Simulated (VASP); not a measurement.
Here is a VASP 6.6.1 calculation.

The input INCAR:

```
ALGO     = Fast           # electronic algorithm
EDIFF    = 1E-6           # SCF threshold, eV
ENCUT    = 520            # plane-wave cutoff, eV
GGA      = PE             # functional
ISIF     = 2              # what is computed and relaxed
ISMEAR   = -1             # smearing method
IVDW     = 13             # dispersion correction
LASPH    = True           # aspherical terms in the spheres
LCHARG   = False          # write CHGCAR
LREAL    = False          # projectors in reciprocal space
LWAVE    = False          # write WAVECAR
NBANDS   = 25             # bands
NELM     = 80             # most SCF steps
PREC     = Accurate       # precision mode
SIGMA    = 0.05           # smearing width, eV
```

KPOINTS

```
k-points
0
Gamma
  7 7 9
```

POSCAR

```
Ti
1.0
    4.5538688376      0.0000000000      0.0000000000
   -2.2769344188      3.9437660989      0.0000000000
    0.0000000000      0.0000000000      2.8158915901
Ti
3
Direct
    0.6666666667      0.3333333333      0.5000000000
    0.3333333333      0.6666666667      0.5000000000
    0.0000000000      0.0000000000      0.0000000000
```

Potentials or basis: VASP PAW PBE potentials, release 64 (Ti_sv).

Command:

```bash
$ cat potpaw_PBE.64/Ti_sv/POTCAR > POTCAR
$ mpirun -np 1 vasp_std > vasp.out
```

Question: Estimate the dispersion energy per atom.

Answer: -0.208 eV.

Question: Predict the pressure.

Answer: -0.3 GPa.

Question: Estimate the band gap on the k mesh.

Answer: Zero (band 18 reaches 8.73 eV, above the bottom of band 19 at 8.46 eV).

Caveat: pairwise dispersion overbinds metals, which lowers pressure and volume.
